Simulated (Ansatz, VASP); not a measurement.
WS2: VASP beside Ansatz

INCAR

```
PREC = Accurate
ENCUT = 520
EDIFF = 1E-7
ISMEAR = 0
SIGMA = 0.05
LREAL = False
LASPH = True
NELM = 100
ALGO = Normal
ISIF = 2
LWAVE = False
LCHARG = True
GGA = PS
LELF = True
LVHAR = True
NBANDS = 20
```

KPOINTS

```
Automatic mesh
0
Gamma
  12 12 12
```

The input POSCAR:

```
WS2
1.0
    1.5738034030      0.9086358184      6.3704647103
   -1.5738034030      0.9086358184      6.3704647103
    0.0000000000     -1.8172716367      6.3704647103
W S
1 2
Direct
    0.9993284864      0.9993284864      0.9993284864
    0.7479630318      0.7479630318      0.7479630318
    0.5840084819      0.5840084819      0.5840084819
```

Input for Ansatz:

```yaml
crystal:
  lattice:
    - [1.573803403, 0.9086358184, 6.3704647103]
    - [-1.573803403, 0.9086358184, 6.3704647103]
    - [0.0, -1.8172716367, 6.3704647103]
  atoms:
    - { symbol: W, position: [0.9993284864, 0.9993284864, 0.9993284864] }
    - { symbol: S, position: [0.7479630318, 0.7479630318, 0.7479630318] }
    - { symbol: S, position: [0.5840084819, 0.5840084819, 0.5840084819] }
basis:
  ecutwfc: 420
kpoints:
  mp_grid: { grid: [12, 12, 12] }
hamiltonian:
  xc: pbesol
scf:
  occupations: { method: gaussian, width: 0.05 }
output:
  forces: true
  stress: true
  eigenvalues: true
  write_density: true
  write_potential: true
  elf: true
  volumetric_format: npy
```

Alike in both runs: task single point; functional PBEsol; k mesh 12 × 12 × 12; occupations gaussian, width 0.05 eV; no spin polarisation.

```csv
,VASP,Ansatz
version,VASP 6.6.1,Ansatz 0.2.0
potentials or method,"VASP PAW PBE potentials, release 64 (W_sv, S), cutoff 520 eV","scalar-relativistic, plane waves, PAW"
valence electrons in the cell,26,26
```

Ansatz gave:

- gap on the k mesh at the Fermi level (eV): 1.15
- least direct gap on the mesh (eV): 1.93
- pressure (GPa): 0.0
- rms of the force components (eV/Å): 0.000

Q: Which values does VASP return?

A: gap on the k mesh at the Fermi level (eV): 1.16; least direct gap on the mesh (eV): 1.93; pressure (GPa): 0.1; rms of the force components (eV/Å): 0.010.

VASP's potentials were made for PBE, not for PBEsol. Atom by atom the forces differ by 0.010 eV/Å (rms over components). The functional is the same, so the differences come from potentials, cutoffs and numerics.

Spin-orbit coupling is off throughout.
